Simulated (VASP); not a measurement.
# Y in VASP: single point with PBE+D3(BJ)

Aim: the single point of Y with PBE+D3(BJ).

Program: VASP 6.6.1. These are calculated values, not measurements. Logs are shortened: lines on timing, memory, paths and dates and some standing lists are left out, and cuts for length are marked.

### Step 1. The cell of the first run

The cell holds a slab with vacuum, 4 atoms: a = 3.605 Å, b = 3.605 Å, c = 30.529 Å, α = 90.00°, β = 90.00°, γ = 120.00°.

### Step 2. Single point, PBE+D3(BJ)

The input, INCAR:

```
SYSTEM = Y
PREC = Accurate
ENCUT = 400
EDIFF = 1E-6
ISMEAR = 1
SIGMA = 0.1
LREAL = .FALSE.
LASPH = .TRUE.
NELM = 120
ALGO = Normal
ISIF = 2
LWAVE = .FALSE.
LCHARG = .TRUE.
LDIPOL = .TRUE.
IDIPOL = 3
DIPOL = 0.5 0.5 0.659
GGA = PE
IVDW = 12
LELF = .TRUE.
LVHAR = .TRUE.
LVACPOTAV = .TRUE.
NBANDS = 30
GGA_COMPAT = .FALSE.
NELMDL = -8
```

The input, KPOINTS:

```
Automatic mesh
0
G
  12 12 1
  0 0 0
```

The input, POSCAR:

```
Y
1.0
    3.6048888419      0.0000000293      0.0000000000
   -1.8024444463      3.1219253002      0.0000000000
    0.0000000000      0.0000000000     30.5285857301
Y
4
Direct
    0.6666666667      0.3333333333      0.5127969015
    0.0000000000      1.0000000000      0.6147258089
    0.6666666667      0.3333333333      0.7085320805
    0.0000000000      1.0000000000      0.7993668789
```

Potentials or basis: VASP PAW PBE potentials, release 64 (Y_sv).

On the command line:

```sh
cat potpaw_PBE.64/Y_sv/POTCAR > POTCAR
mpirun -np 1 vasp_std > vasp.out
```

OUTCAR:

```text
SYSTEM = Y
   PREC = Accurate
   ENCUT = 400
   EDIFF = 1E-6
   ISMEAR = 1
   LREAL = .FALSE.
   LASPH = .TRUE.
   NELM = 120
   ISIF = 2
   GGA = PE
   IVDW = 12
   NELMDL = -8
 IVDW          = 12

 ion  position               nearest neighbor table
   1  0.667  0.333  0.513-   2 3.74   2 3.74   2 3.74
   2  0.000  0.000  0.615-   3 3.54   3 3.54   3 3.54   1 3.74   1 3.74   1 3.74
   3  0.667  0.333  0.709-   4 3.47   4 3.47   4 3.47   2 3.54   2 3.54   2 3.54
   4  0.000  0.000  0.799-   3 3.47   3 3.47   3 3.47

  LATTYP: Found a hexagonal cell.
 ALAT       =     3.6048888419
 C/A-ratio  =     8.4686621610

  Lattice vectors:

 A1 = (   3.6048888419,   0.0000000293,   0.0000000000)
 A2 = (  -1.8024444463,   3.1219253002,   0.0000000000)
 A3 = (   0.0000000000,   0.0000000000,  30.5285857301)

Analysis of symmetry for initial positions (statically):
=====================================================================
 Subroutine PRICEL returns:
 Original cell was already a primitive cell.

 Routine SETGRP: Setting up the symmetry group for a
 hexagonal supercell.

 Subroutine GETGRP returns: Found  6 space group operations
 (whereof  6 operations were pure point group operations)
 out of a pool of 24 trial point group operations.

The static configuration has the point symmetry C_3v.

Analysis of symmetry for dynamics (positions and initial velocities):
=====================================================================
 Subroutine PRICEL returns:
 Original cell was already a primitive cell.

 Routine SETGRP: Setting up the symmetry group for a
 hexagonal supercell.

 Subroutine GETGRP returns: Found  6 space group operations
 (whereof  6 operations were pure point group operations)
 out of a pool of 24 trial point group operations.

The dynamic configuration has the point symmetry C_3v.

 Subroutine INISYM returns: Found  6 space group operations
 (whereof  6 operations are pure point group operations),
 and found     1 'primitive' translations

----------------------------------------------------------------------------------------

                                     Primitive cell

  volume of cell :     343.5746

  direct lattice vectors                    reciprocal lattice vectors
     3.604888842  0.000000029  0.000000000     0.277401063  0.160157581  0.000000000
    -1.802444446  3.121925300  0.000000000    -0.000000003  0.320315158  0.000000000
     0.000000000  0.000000000 30.528585730     0.000000000  0.000000000  0.032756185

  length of vectors
     3.604888842  3.604888842 30.528585730     0.320315158  0.320315158  0.032756185

[... 86 lines left out ...]
   POTIM  = 0.5000    time-step for ionic-motion
   TEBEG  =    0.0;   TEEND  =   0.0 temperature during run
   PSTRESS=    0.0 pullay stress
   NELECT =      44.0000    total number of electrons
   NUPDOWN=      -1.0000    fix difference up-down
   EMIN   =  10.00;   EMAX   =-10.00  energy-range for DOS
   EFERMI =   0.00;   METHOD = LEGACY
   ISMEAR =     1;   SIGMA  =   0.10  broadening in eV -4-tet -1-fermi 0-gaus
   EFERMI_NEDOS =   21; number of points for ismear=-14 and -15
   IALGO  =     38    algorithm
   IMIX   =      4    mixing-type and parameters
     AMIX     =   0.40;   BMIX     =  1.00
     AMIX_MAG =   1.60;   BMIX_MAG =  1.00
  volume/ion in A,a.u.               =      85.89       579.64
  Fermi-wavevector in a.u.,A,eV,Ry     =   0.825186  1.559376  9.264649  0.680933
  Thomas-Fermi vector in A             =   1.937001
   LORBIT       =      0    0 simple, 1 ext, 2 COOP (PROOUT), +10 PAW based schemes
   GGA     = PE    functional components
   LHFCALC =     F    Hartree Fock is set to
   AEXX    =    0.0000 exact exchange contribution
   IVDW    =    12    specifies the selected vdW correction
   LEPSILON=     F    determine dielectric tensor
   LRPA    =     F    only Hartree local field effects (RPA)
 non-spin polarized calculation
 Methfessel and Paxton  Order N= 1 SIGMA  =   0.10
  energy-cutoff  :      400.00
  volume of cell :      343.57
 maximum number of plane-waves:      6276
 NGX is ok and might be reduce to    24
   NGX = 11   NGY = 11   NGZ = 99

 dipolmoment           0.000000      0.000000      0.008416 electrons x Angstroem

 number of electron      43.9999995 magnetization

 dipolmoment           0.000000      0.000000     -0.007020 electrons x Angstroem

 Free energy of the ion-electron system (eV)
  ---------------------------------------------------
  ext. energy  EPLUGINS =         0.00000000
  ---------------------------------------------------
  free energy    TOTEN  =       -24.22193619 eV

  energy without entropy =      -24.21926289  energy(sigma->0) =      -24.22104509

 E-fermi :  -0.7710     XC(G=0):  -4.2182

 val. band max:       -0.7722023434   @ k =   0.1667  -0.0000   0.0000
 cond. band min:      -0.7449146361   @ k =   0.2500   0.1667   0.0000
 fundamental gap:      0.0272877073
 Fermi energy:        -0.7710370117

 k-point     1 :       0.0000    0.0000    0.0000
  band No.  band energies     occupation
      1     -44.0605      2.00000
      2     -43.8163      2.00000
      3     -43.4598      2.00000
      4     -43.1735      2.00000
      5     -24.0962      2.00000
      6     -23.9014      2.00000
[... 616 lines left out ...]
     29       0.1015     -0.00000
     30       1.4641      0.00000

------------------------ aborting loop because EDIFF is reached ----------------------------------------

 Edisp (eV)   -1.03190

 E8    (eV) :    -0.5598

  FORCE on cell =-STRESS in cart. coord.  units (eV):
  Direction    XX          YY          ZZ          XY          YZ          ZX
  --------------------------------------------------------------------------------------
  -------------------------------------------------------------------------------------
  Total      -1.86784    -1.86784    -1.90777    -0.00000    -0.00000    -0.00000
  in kB      -8.71020    -8.71020    -8.89644    -0.00000    -0.00000    -0.00000
  external pressure =       -8.77 kB  Pullay stress =        0.00 kB

 VOLUME and BASIS-vectors are now :
 -----------------------------------------------------------------------------
  energy-cutoff  :      400.00
  volume of cell :      343.57
      direct lattice vectors                 reciprocal lattice vectors
     3.604888842  0.000000029  0.000000000     0.277401063  0.160157581  0.000000000
    -1.802444446  3.121925300  0.000000000    -0.000000003  0.320315158  0.000000000
     0.000000000  0.000000000 30.528585730     0.000000000  0.000000000  0.032756185

 POSITION                                       TOTAL-FORCE (eV/Angst)
 -----------------------------------------------------------------------------------
      1.80244      1.04064     15.65496         0.000000     -0.000000      0.477584
      0.00000      0.00000     18.76671        -0.000000      0.000000     -0.391469
      1.80244      1.04064     21.63048        -0.000000      0.000000     -0.036552
      0.00000      0.00000     24.40354        -0.000000      0.000000     -0.049564
 -----------------------------------------------------------------------------------
    total drift:                               -0.000000      0.000000     -0.001267

  FREE ENERGIE OF THE ION-ELECTRON SYSTEM (eV)
  ---------------------------------------------------
  free  energy   TOTEN  =       -25.2538400828 eV

  energy  without entropy=      -25.2511667777  energy(sigma->0) =      -25.25294898

 vacuum level on the upper side and lower side of the slab         2.467         2.577
```

Run time: 15 min. Hardware: 1 thread of Intel Xeon Platinum 8375C at 2.90GHz (Ice Lake), shared host; peak memory 0.41 GiB.

Results:

| Item | Value |
| --- | --- |
| Free energy | -25.2538 eV |
| Largest force | 0.478 eV/Å |
| Band gap on the k mesh | zero (bands 22 and 23 overlap by 0.29 eV) |
| Dispersion energy per atom | -0.258 eV |

Forces on the atoms (eV/Å):
```
Y    0.000  0.000  0.478
Y    0.000  0.000 -0.391
Y    0.000  0.000 -0.037
Y    0.000  0.000 -0.050
```

The gap in the log of VASP goes by the Fermi energy; the results here count the filled bands.